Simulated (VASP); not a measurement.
# BaTiO3 (Pm-3m) in VASP: notebook

Runs on BaTiO3. Level: PBE. Tasks: single point.

Program: VASP 6.6.1. These are calculated values, not measurements. Logs are shortened: lines on timing, memory, paths and dates and some standing lists are left out, and cuts for length are marked.

## Step 1: The cell of the first run

The structure is cubic, space group Pm-3m (No. 221). Conventional cell: a = 3.979 Å, b = 3.979 Å, c = 3.979 Å, α = 90.00°, β = 90.00°, γ = 90.00°. Ba (site symmetry m-3m) has 12 O at 2.81 Å and 8 Ti at 3.45 Å within 3.7 Å. Within 2.6 Å of Ti (site symmetry m-3m) lie 6 O at 1.99 Å. O (site symmetry 4/mmm) has 2 Ti at 1.99 Å within 2.6 Å.

## Step 2: Single point, PBE

Input file INCAR:

```
PREC = Accurate
ENCUT = 520
EDIFF = 1E-6
ISMEAR = 0
SIGMA = 0.01
LREAL = F
LASPH = T
NELM = 60
ALGO = Normal
ISIF = 2
LWAVE = F
LCHARG = T
GGA = PE
LELF = T
LVHAR = T
NBANDS = 28
```

Input file KPOINTS:

```
Automatic mesh
0
Gamma
  6 6 6
```

Input file POSCAR:

```
BaTiO3
1.0
    3.9791132838      0.0000000000      0.0000000000
    0.0000000000      3.9791132838      0.0000000000
    0.0000000000      0.0000000000      3.9791132838
Ba Ti O
1 1 3
Direct
    0.5000000000      0.5000000000      0.5000000000
    0.0000000000      0.0000000000      0.0000000000
    0.5000000000      0.0000000000      0.0000000000
    0.0000000000      0.5000000000      0.0000000000
    0.0000000000      0.0000000000      0.5000000000
```

Potentials or basis: VASP PAW PBE potentials, release 64 (Ba_sv, Ti_sv, O).

Launch:

```
$ cat potpaw_PBE.64/Ba_sv/POTCAR potpaw_PBE.64/Ti_sv/POTCAR potpaw_PBE.64/O/POTCAR > POTCAR
$ mpirun -np 1 vasp_std > vasp.out
```

OUTCAR:

```text
PREC = Accurate
   ENCUT = 520
   EDIFF = 1E-6
   ISMEAR = 0
   LREAL = F
   LASPH = T
   NELM = 60
   ISIF = 2
   GGA = PE

 ion  position               nearest neighbor table
   1  0.500  0.500  0.500-   3 2.81   4 2.81   5 2.81   3 2.81   4 2.81   3 2.81   5 2.81   3 2.81
                             4 2.81   5 2.81   4 2.81   5 2.81   2 3.45   2 3.45   2 3.45   2 3.45
   2  0.000  0.000  0.000-   3 1.99   4 1.99   5 1.99   5 1.99   4 1.99   3 1.99   1 3.45   1 3.45
                             1 3.45   1 3.45   1 3.45   1 3.45   1 3.45   1 3.45
   3  0.500  0.000  0.000-   2 1.99   2 1.99   1 2.81   1 2.81   1 2.81   1 2.81
   4  0.000  0.500  0.000-   2 1.99   2 1.99   1 2.81   1 2.81   1 2.81   1 2.81
   5  0.000  0.000  0.500-   2 1.99   2 1.99   1 2.81   1 2.81   1 2.81   1 2.81

  LATTYP: Found a simple cubic cell.
 ALAT       =     3.9791132838

  Lattice vectors:

 A1 = (   3.9791132838,   0.0000000000,   0.0000000000)
 A2 = (   0.0000000000,   3.9791132838,   0.0000000000)
 A3 = (   0.0000000000,   0.0000000000,   3.9791132838)

Analysis of symmetry for initial positions (statically):
=====================================================================
 Subroutine PRICEL returns:
 Original cell was already a primitive cell.

 Routine SETGRP: Setting up the symmetry group for a
 simple cubic supercell.

 Subroutine GETGRP returns: Found 48 space group operations
 (whereof 48 operations were pure point group operations)
 out of a pool of 48 trial point group operations.

The static configuration has the point symmetry O_h .

Analysis of symmetry for dynamics (positions and initial velocities):
=====================================================================
 Subroutine PRICEL returns:
 Original cell was already a primitive cell.

 Routine SETGRP: Setting up the symmetry group for a
 simple cubic supercell.

 Subroutine GETGRP returns: Found 48 space group operations
 (whereof 48 operations were pure point group operations)
 out of a pool of 48 trial point group operations.

The dynamic configuration has the point symmetry O_h .

 Subroutine INISYM returns: Found 48 space group operations
 (whereof 48 operations are pure point group operations),
 and found     1 'primitive' translations

----------------------------------------------------------------------------------------

                                     Primitive cell

  volume of cell :      63.0027

  direct lattice vectors                    reciprocal lattice vectors
     3.979113284  0.000000000  0.000000000     0.251312272  0.000000000  0.000000000
     0.000000000  3.979113284  0.000000000     0.000000000  0.251312272  0.000000000
     0.000000000  0.000000000  3.979113284     0.000000000  0.000000000  0.251312272

  length of vectors
     3.979113284  3.979113284  3.979113284     0.251312272  0.251312272  0.251312272

  position of ions in fractional coordinates (direct lattice)
     0.500000000  0.500000000  0.500000000
     0.000000000  0.000000000  0.000000000
     0.500000000  0.000000000  0.000000000
     0.000000000  0.500000000  0.000000000
     0.000000000  0.000000000  0.500000000

  ion indices of the primitive-cell ions
   primitive index   ion index
                 1           1
                 2           2
                 3           3
                 4           4
                 5           5

----------------------------------------------------------------------------------------

 KPOINTS: Automatic mesh

Automatic generation of k-mesh.
 Grid dimensions read from file:
 generate k-points for:    6    6    6

 Generating k-lattice:

  Cartesian coordinates                     Fractional coordinates (reciprocal lattice)
     0.041885379  0.000000000  0.000000000     0.166666667  0.000000000  0.000000000
     0.000000000  0.041885379  0.000000000     0.000000000  0.166666667  0.000000000
     0.000000000  0.000000000  0.041885379     0.000000000  0.000000000  0.166666667

  Length of vectors
     0.041885379  0.041885379  0.041885379

  Shift w.r.t. Gamma in fractional coordinates (k-lattice)
     0.000000000  0.000000000  0.000000000

 Subroutine IBZKPT returns following result:
 ===========================================

 Found     20 irreducible k-points:

 Following reciprocal coordinates:
            Coordinates               Weight
  0.000000  0.000000  0.000000      1.000000
  0.166667  0.000000  0.000000      6.000000
  0.333333  0.000000  0.000000      6.000000
  0.500000  0.000000  0.000000      3.000000
  0.166667  0.166667  0.000000     12.000000
  0.333333  0.166667  0.000000     24.000000
[... 12 lines left out ...]
  0.500000  0.500000  0.333333      6.000000
  0.500000  0.500000  0.500000      1.000000
   k-points           NKPTS =     20   k-points in BZ     NKDIM =     20   number of bands    NBANDS=     28
   number of dos      NEDOS =    301   number of ions     NIONS =      5
   total plane-waves  NPLWV =  27000
[... 65 lines left out ...]

 val. band max:        3.9710832812   @ k =   0.5000   0.5000   0.5000
 cond. band min:       5.7515373625   @ k =   0.0000   0.0000   0.0000
 fundamental gap:      1.7804540814
 Fermi energy:         4.1889268242

 k-point     1 :       0.0000    0.0000    0.0000
  band No.  band energies     occupation
      1     -52.5915      2.00000
      2     -28.8123      2.00000
      3     -28.8123      2.00000
      4     -28.8123      2.00000
      5     -20.8031      2.00000
      6     -12.9623      2.00000
[... 20 lines left out ...]
     27       9.0408      0.00000
     28      11.5502      0.00000

 k-point     2 :       0.1667    0.0000    0.0000
  band No.  band energies     occupation
      1     -52.5912      2.00000
      2     -28.8267      2.00000
      3     -28.8117      2.00000
      4     -28.8117      2.00000
      5     -20.7709      2.00000
      6     -12.9890      2.00000
[... 20 lines left out ...]
     27       9.5894      0.00000
     28      12.2112      0.00000

 k-point     3 :       0.3333    0.0000    0.0000
  band No.  band energies     occupation
      1     -52.5906      2.00000
      2     -28.8553      2.00000
      3     -28.8106      2.00000
      4     -28.8106      2.00000
      5     -20.7049      2.00000
      6     -13.1309      2.00000
[... 20 lines left out ...]
     27      10.8712      0.00000
     28      12.3348      0.00000

 k-point     4 :       0.5000    0.0000    0.0000
  band No.  band energies     occupation
      1     -52.5904      2.00000
      2     -28.8695      2.00000
      3     -28.8101      2.00000
      4     -28.8101      2.00000
      5     -20.6711      2.00000
      6     -13.2236      2.00000
[... 20 lines left out ...]
     27      11.6691      0.00000
     28      12.2420      0.00000

 k-point     5 :       0.1667    0.1667    0.0000
  band No.  band energies     occupation
      1     -52.5909      2.00000
      2     -28.8264      2.00000
      3     -28.8257      2.00000
      4     -28.8112      2.00000
      5     -20.7415      2.00000
      6     -12.9687      2.00000
[... 20 lines left out ...]
     27      10.1183      0.00000
     28      12.3999      0.00000

 k-point     6 :       0.3333    0.1667    0.0000
  band No.  band energies     occupation
      1     -52.5904      2.00000
      2     -28.8544      2.00000
      3     -28.8247      2.00000
      4     -28.8101      2.00000
      5     -20.6814      2.00000
      6     -13.0283      2.00000
[... 339 lines left out ...]
      5     -20.5736      2.00000
      6     -12.4789      2.00000
[... 20 lines left out ...]
     27      11.9007      0.00000
     28      11.9007      0.00000

 k-point    18 :       0.5000    0.3333    0.3333
  band No.  band energies     occupation
      1     -52.5887      2.00000
      2     -28.8644      2.00000
      3     -28.8501      2.00000
      4     -28.8498      2.00000
      5     -20.5532      2.00000
      6     -12.3706      2.00000
[... 20 lines left out ...]
     27      11.7658      0.00000
     28      11.8428      0.00000

 k-point    19 :       0.5000    0.5000    0.3333
  band No.  band energies     occupation
      1     -52.5884      2.00000
      2     -28.8636      2.00000
      3     -28.8636      2.00000
      4     -28.8493      2.00000
      5     -20.5343      2.00000
      6     -12.1871      2.00000
[... 20 lines left out ...]
     27      11.4692      0.00000
     28      11.8344      0.00000

 k-point    20 :       0.5000    0.5000    0.5000
  band No.  band energies     occupation
      1     -52.5881      2.00000
      2     -28.8629      2.00000
      3     -28.8629      2.00000
      4     -28.8629      2.00000
      5     -20.5160      2.00000
      6     -12.0312      2.00000
[... 20 lines left out ...]
     27      11.8346      0.00000
     28      11.8346      0.00000

------------------------ aborting loop because EDIFF is reached ----------------------------------------

  FORCE on cell =-STRESS in cart. coord.  units (eV):
  Direction    XX          YY          ZZ          XY          YZ          ZX
  --------------------------------------------------------------------------------------
  -------------------------------------------------------------------------------------
  Total        2.8104350      2.8104350      2.8104350      0.0000000     -0.0000000      0.0000000
  in kB       71.4702366     71.4702366     71.4702366      0.0000000     -0.0000000      0.0000000
  external PRESSURE =      71.4702366 kB  Pullay stress =       0.0000000 kB

 VOLUME and BASIS-vectors are now :
 -----------------------------------------------------------------------------
  energy-cutoff  :      520.00
  volume of cell :       63.00
      direct lattice vectors                 reciprocal lattice vectors
     3.979113284  0.000000000  0.000000000     0.251312272  0.000000000  0.000000000
     0.000000000  3.979113284  0.000000000     0.000000000  0.251312272  0.000000000
     0.000000000  0.000000000  3.979113284     0.000000000  0.000000000  0.251312272

 POSITION                                       TOTAL-FORCE (eV/Angst)
 -----------------------------------------------------------------------------------
      1.98956      1.98956      1.98956         0.000000      0.000000      0.000000
      0.00000      0.00000      0.00000         0.000000      0.000000      0.000000
      1.98956      0.00000      0.00000         0.000000      0.000000      0.000000
      0.00000      1.98956      0.00000         0.000000      0.000000      0.000000
      0.00000      0.00000      1.98956         0.000000      0.000000      0.000000
 -----------------------------------------------------------------------------------
    total drift:                                0.000000     -0.000000      0.000000

  FREE ENERGIE OF THE ION-ELECTRON SYSTEM (eV)
  ---------------------------------------------------
  free  energy   TOTEN  =       -39.9265189323 eV

  energy  without entropy=      -39.9265189323  energy(sigma->0) =      -39.92651893
```

Run time: 23 s. Hardware: 1 thread of Intel Xeon 6975P-C (Granite Rapids), shared host; peak memory 0.19 GiB.

Results:

- Free energy: -39.9265 eV
- Pressure: 7.1 GPa
- Band gap on the k mesh: 1.78 eV, indirect (least direct gap 1.91 eV)

Caveat: spin-orbit coupling is left out, which moves the levels of the heavy elements. A k mesh can miss the band edges.

## Step 3: Single point, PBE

This run uses another cell than the first one, of 12.99 Å³/atom, 1.031 times its volume.

Input file INCAR:

```
SYSTEM = BaTiO3
PREC = Accurate ; ENCUT = 520
EDIFF = 1E-7 ; ISMEAR = 0
SIGMA = 0.01 ; LREAL = .False.
LASPH = .True. ; NELM = 100
ALGO = Normal ; ISIF = 2
LWAVE = .False. ; LCHARG = .False.
GGA = PE ; NBANDS = 28
```

Input file KPOINTS:

```
regular mesh
0
Gamma
  6 6 6
  0 0 0
```

Changes to POSCAR since step 2:

```diff
@@ -2,5 +2,5 @@
 1.0
-    3.9791132838      0.0000000000      0.0000000000
-    0.0000000000      3.9791132838      0.0000000000
-    0.0000000000      0.0000000000      3.9791132838
+    4.0193090679      0.0000000000      0.0000000000
+    0.0000000000      4.0193090679      0.0000000000
+    0.0000000000      0.0000000000      4.0193090679
 Ba Ti O
```

Potentials or basis: VASP PAW PBE potentials, release 64 (Ba_sv, Ti_sv, O).

Launch:

```
$ cat potpaw_PBE.64/Ba_sv/POTCAR potpaw_PBE.64/Ti_sv/POTCAR potpaw_PBE.64/O/POTCAR > POTCAR
$ mpirun -np 1 vasp_std > vasp.out
```

Run time: 19 s. Hardware: 1 thread of Intel Xeon 6975P-C (Granite Rapids), shared host; peak memory 0.19 GiB.

Results (log left out):

* Free energy: -39.9812 eV
* Pressure: 1.7 GPa
* Band gap on the k mesh: 1.72 eV, indirect (least direct gap 1.88 eV)

Levels at points of the mesh, in eV from the valence-band top:
| k point | band 17 | band 18 | band 19 | band 20 | band 21 | band 22 | band 23 | band 24 |
| --- | --- | --- | --- | --- | --- | --- | --- | --- |
| (0.00, 0.00, 0.00) | -1.07 | -0.16 | -0.16 | -0.16 | 1.72 | 1.72 | 1.72 | 3.82 |
| (0.50, 0.00, 0.00) | -1.81 | -1.81 | -0.71 | -0.71 | 1.87 | 3.42 | 3.42 | 3.82 |
| (0.50, 0.50, 0.00) | -1.73 | -0.88 | -0.88 | -0.09 | 3.43 | 3.43 | 3.84 | 4.65 |
| (0.50, 0.50, 0.50) | -2.41 | 0.00 | 0.00 | 0.00 | 4.08 | 4.08 | 4.08 | 6.67 |

Caveat: spin-orbit coupling is left out, which moves the levels of the heavy elements. Expect the measured gap to be larger: semilocal functionals such as PBE lack the derivative discontinuity.

## Step 4: Single point, PBE

This run uses another cell than the first one, of 13.37 Å³/atom, 1.061 times its volume.

Input file INCAR:

```
SYSTEM = BaTiO3
ALGO     = Normal         ! electronic algorithm
EDIFF    = 1E-7           ! SCF threshold, eV
ENCUT    = 520            ! plane-wave cutoff, eV
GGA      = PE             ! functional
ISIF     = 2              ! what is computed and relaxed
ISMEAR   = 0              ! smearing method
LASPH    = .True.         ! aspherical terms in the spheres
LCHARG   = .False.        ! write CHGCAR
LREAL    = .False.        ! projectors in reciprocal space
LWAVE    = .False.        ! write WAVECAR
NBANDS   = 28             ! bands
NELM     = 80             ! most SCF steps
PREC     = Accurate       ! precision mode
SIGMA    = 0.01           ! smearing width, eV
```

Input file KPOINTS:

```
k-points
0
Gamma
  6 6 6
  0 0 0
```

Changes to POSCAR since step 3:

```diff
@@ -2,5 +2,5 @@
 1.0
-    4.0193090679      0.0000000000      0.0000000000
-    0.0000000000      4.0193090679      0.0000000000
-    0.0000000000      0.0000000000      4.0193090679
+    4.0587165717      0.0000000000      0.0000000000
+    0.0000000000      4.0587165717      0.0000000000
+    0.0000000000      0.0000000000      4.0587165717
 Ba Ti O
```

Launch:

```
$ cat potpaw_PBE.64/Ba_sv/POTCAR potpaw_PBE.64/Ti_sv/POTCAR potpaw_PBE.64/O/POTCAR > POTCAR
$ mpirun -np 1 vasp_std > vasp.out
```

It took 20 s on 1 thread of Intel Xeon 6975P-C (Granite Rapids), shared host; peak memory 0.19 GiB.

It converged, with:

| Item | Value |
| --- | --- |
| Free energy | -39.9750 eV |
| Pressure | -2.9 GPa |
| Band gap on the k mesh | 1.66 eV, indirect (least direct gap 1.84 eV) |

Levels at points of the mesh, in eV from the valence-band top:
| k point | band 16 | band 17 | band 18 | band 19 | band 20 | band 21 | band 22 | band 23 | band 24 | band 25 |
| --- | --- | --- | --- | --- | --- | --- | --- | --- | --- | --- |
| (0.00, 0.00, 0.00) | -1.03 | -1.03 | -0.18 | -0.18 | -0.18 | 1.66 | 1.66 | 1.66 | 3.62 | 3.62 |
| (0.50, 0.00, 0.00) | -1.80 | -1.78 | -1.78 | -0.71 | -0.71 | 1.80 | 3.28 | 3.28 | 3.63 | 5.53 |
| (0.50, 0.50, 0.00) | -2.55 | -1.73 | -0.89 | -0.89 | -0.08 | 3.28 | 3.28 | 3.68 | 4.42 | 7.23 |
| (0.50, 0.50, 0.50) | -2.41 | -2.41 | 0.00 | 0.00 | 0.00 | 3.90 | 3.90 | 3.90 | 6.54 | 6.54 |

Caveat: spin-orbit coupling is left out, which moves the levels of the heavy elements. A k mesh can miss the band edges.

## Step 5: Single point, PBE

This run uses another cell than the first one, of 13.76 Å³/atom, 1.092 times its volume.

Input file INCAR:

```
  PREC = Accurate
  ENCUT = 520
  EDIFF = 1E-6
  ISMEAR = 0
  SIGMA = 0.01
  LREAL = F
  LASPH = T
  NELM = 60
  ALGO = Normal
  ISIF = 2
  LWAVE = F
  LCHARG = F
  GGA = PE
  NBANDS = 28
```

Input file KPOINTS:

```
Automatic mesh
0
Gamma
  6 6 6
```

Changes to POSCAR since step 4:

```diff
@@ -2,5 +2,5 @@
 1.0
-    4.0587165717      0.0000000000      0.0000000000
-    0.0000000000      4.0587165717      0.0000000000
-    0.0000000000      0.0000000000      4.0587165717
+    4.0973733418      0.0000000000      0.0000000000
+    0.0000000000      4.0973733418      0.0000000000
+    0.0000000000      0.0000000000      4.0973733418
 Ba Ti O
```

Launch:

```
$ cat potpaw_PBE.64/Ba_sv/POTCAR potpaw_PBE.64/Ti_sv/POTCAR potpaw_PBE.64/O/POTCAR > POTCAR
$ mpirun -np 1 vasp_std > vasp.out
```

Wall time 20 s (1 thread of Intel Xeon 6975P-C (Granite Rapids), shared host); peak memory 0.19 GiB.

The run converged. Its results:

* Free energy: -39.9173 eV
* Pressure: -6.9 GPa
* Band gap on the k mesh: 1.60 eV, indirect (least direct gap 1.80 eV)

Levels at points of the mesh, in eV from the valence-band top:
```csv
k point,band 17,band 18,band 19,band 20,band 21,band 22,band 23,band 24
"(0.00, 0.00, 0.00)",-0.98,-0.20,-0.20,-0.20,1.60,1.60,1.60,3.44
"(0.50, 0.00, 0.00)",-1.74,-1.72,-0.71,-0.71,1.73,3.14,3.14,3.44
"(0.50, 0.50, 0.00)",-1.74,-0.90,-0.90,-0.08,3.15,3.15,3.53,4.20
"(0.50, 0.50, 0.50)",-2.41,0.00,0.00,0.00,3.73,3.73,3.73,6.41
```

Caveat: spin-orbit coupling is left out, which moves the levels of the heavy elements. A k mesh can miss the band edges.

## Step 6: Overview

```csv
cell,gap on the mesh (eV),pressure (GPa)
"a = 3.979 Å, 5 atoms",1.78,7.1
"a = 4.019 Å, 5 atoms",1.72,1.7
"a = 4.059 Å, 5 atoms",1.66,-2.9
"a = 4.097 Å, 5 atoms",1.60,-6.9
```

Alike in all rows: task single point; level PBE; potentials or basis VASP PAW PBE potentials, release 64 (Ba_sv, Ti_sv, O); no spin polarisation; k mesh 6 × 6 × 6; cutoff (eV) 520; smearing gaussian 0.01 eV.

Caveats: spin-orbit coupling is left out, which moves the levels of the heavy elements.

Total energies depend on the potentials used, so only differences within one code and one set of settings carry meaning.
